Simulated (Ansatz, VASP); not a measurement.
**Two plane-wave programs on GaP**

```
Ga P
1.0
     0.00000    2.75254    2.75254
     2.75254    0.00000    2.75254
     2.75254    2.75254    0.00000
Ga P
1 1
Direct
  0.00000 0.00000 0.00000
  0.25000 0.25000 0.25000
```

Alike in both runs: task single point; functional PBE; k mesh 6 × 6 × 6; no spin polarisation.

|  | VASP | Ansatz |
| --- | --- | --- |
| version | VASP 6.6.1 | Ansatz 0.2.0 |
| potentials or method | VASP PAW PBE potentials, release 64 (Ga_d, P) | plane waves, PAW |
| plane-wave cutoff (eV) | 500 | 420 |
| occupations | gaussian, width 0.01 eV | fixed |
| valence electrons in the cell | 18 | 18 |

|  | VASP | Ansatz | Ansatz less VASP |
| --- | --- | --- | --- |
| gap on the k mesh at the Fermi level (eV) | 1.58 | 1.58 | +0.003 |
| pressure (GPa) | 0.0 | 0.1 | +0.08 |
